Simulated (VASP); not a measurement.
Runs of VASP 6.6.1 on ZrO2. The structure is that of space group Fm-3m (No. 225), or close to it. The cells are those of the table. 

```csv
cell,gap on the mesh (eV),pressure (GPa)
"a = 3.578 Å, angles 60.0°, 3 atoms",3.33,(a)
"a = 3.324 Å, angles 60.0°, 3 atoms",3.85,91.3
"a = 3.431 Å, angles 60.0°, 3 atoms",3.64,43.1
"a = 3.379 Å, angles 60.0°, 3 atoms",3.74,64.6
"a = 3.581 Å, angles 60.0°, 3 atoms",(d),0.2
"a = 3.532 Å, angles 60.0°, 3 atoms",(b),11.6
"a = 3.585 Å, angles 60.0°, 3 atoms",3.31,-0.6
"a = 3.628 Å, angles 60.0°, 3 atoms",3.22,(c)
```

Alike in all rows: task single point; level PBEsol; potentials or basis VASP PAW PBE potentials, release 64 (Zr_sv, O); no spin polarisation; k mesh 8 × 8 × 8; cutoff (eV) 600; smearing gaussian 0.05 eV.

Fill in the values left out.

(a) 0.9; (b) 3.43; (c) -9.0; (d) 3.32.

Caveats: the PAW data sets were made with another functional, which shifts forces and pressure a little; the cell stands under pressure (at least some runs); the cell stands under tension (at least some runs).

A k mesh can miss the band edges, and the runs leave out spin-orbit coupling on Zr.
